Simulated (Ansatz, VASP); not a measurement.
# Two plane-wave programs on Bi

Contents of INCAR:

```
PREC = Accurate ; ENCUT = 520
EDIFF = 1E-6 ; ISMEAR = 0
SIGMA = 0.15 ; LREAL = False
LASPH = True ; NELM = 100
ALGO = Fast ; ISIF = 2
LWAVE = False ; LCHARG = True
GGA = PS ; IVDW = 12
LELF = True ; LVHAR = True
NBANDS = 14
```

Contents of KPOINTS:

```
regular mesh
0
Gamma
  18 18 18
```

The input POSCAR:

```
Bi
1.0
   -1.7178863811      1.7178863811      2.3163979962
    1.7178863811     -1.7178863811      2.3163979962
    1.7178863811      1.7178863811     -2.3163979962
Bi
1
Direct
    0.0000000000      0.0000000000      0.0000000000
```

Input for Ansatz:

```yaml
crystal:
  lattice:
    - [-1.7178863811, 1.7178863811, 2.3163979962]
    - [1.7178863811, -1.7178863811, 2.3163979962]
    - [1.7178863811, 1.7178863811, -2.3163979962]
  atoms:
    - { symbol: Bi, position: [0.0, 0.0, 0.0] }
basis:
  ecutwfc: 420
kpoints:
  mp_grid: { grid: [18, 18, 18] }
hamiltonian:
  xc: pbesol
  pseudopotentials: { kind: paw }
  dispersion: d3bj
scf:
  occupations: { method: gaussian, width: 0.15 }
output:
  forces: true
  stress: true
  eigenvalues: true
  write_density: true
  write_potential: true
  elf: true
  volumetric_format: npy
```

Alike in both runs: task single point; functional PBEsol; dispersion D3(BJ); k mesh 18 × 18 × 18; occupations gaussian, width 0.15 eV; no spin polarisation.

|  | VASP | Ansatz |
| --- | --- | --- |
| version | VASP 6.6.1 | Ansatz 0.2.0 |
| potentials or method | VASP PAW PBE potentials, release 64 (Bi_d), cutoff 520 eV | scalar-relativistic, plane waves, PAW |
| valence electrons in the cell | 15 | 15 |

```csv
,VASP,Ansatz,Ansatz less VASP
gap on the k mesh at the Fermi level (eV),none,none,-
pressure (GPa),3.6,3.6,+0.03
"traceless stress, the component that is largest in VASP (GPa)",-0.39,-0.39,-0.001
```

VASP's potentials were made for PBE, not for PBEsol. A gap of «none» marks a metal or a gap that the smearing closes.

Neither program's run includes spin-orbit coupling.
